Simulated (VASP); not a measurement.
Here is a VASP 6.6.1 calculation.

The input POSCAR:

```
NaH
1.0
    0.0000000000      2.4209499197      2.4209499197
    2.4209499197      0.0000000000      2.4209499197
    2.4209499197      2.4209499197      0.0000000000
Na H
1 1
Direct
    0.0000000000      0.0000000000      0.0000000000
    0.5000000000      0.5000000000      0.5000000000
```

Contents of INCAR.step1:

```
PREC = Accurate ; ENCUT = 520
ISMEAR = 0 ; SIGMA = 0.02
LREAL = False ; LASPH = True
NELM = 100 ; NBANDS = 11
GGA = PE ; ALGO = Normal
EDIFF = 1E-4 ; LWAVE = True
LCHARG = False
```

Contents of INCAR.step2:

```
PREC = Accurate ; ENCUT = 520
EDIFF = 1E-7 ; ISMEAR = 0
SIGMA = 0.02 ; LREAL = False
LASPH = True ; NELM = 100
ALGO = Normal ; ISIF = 2
LWAVE = False ; LCHARG = False
METAGGA = R2SCAN ; LMIXTAU = True
NBANDS = 11 ; ISTART = 1
```

KPOINTS

```
Automatic mesh
0
Gamma
  8 8 8
```

Potentials or basis: VASP PAW PBE potentials, release 64 (Na_pv, H).

Command:

```sh
$ cat potpaw_PBE.64/Na_pv/POTCAR potpaw_PBE.64/H/POTCAR > POTCAR
$ cp INCAR.step1 INCAR
$ mpirun -np 1 vasp_std > vasp.out
$ cp INCAR.step2 INCAR
$ mpirun -np 1 vasp_std > vasp.out
```

(1) What does it give for the pressure?

(2) What does it give for the band gap on the k mesh?

Answers

(1) -0.8 GPa.

(2) 4.36 eV, indirect (least direct gap 5.19 eV).

Caveat: the PAW data sets were made with another functional, which shifts forces and pressure a little.
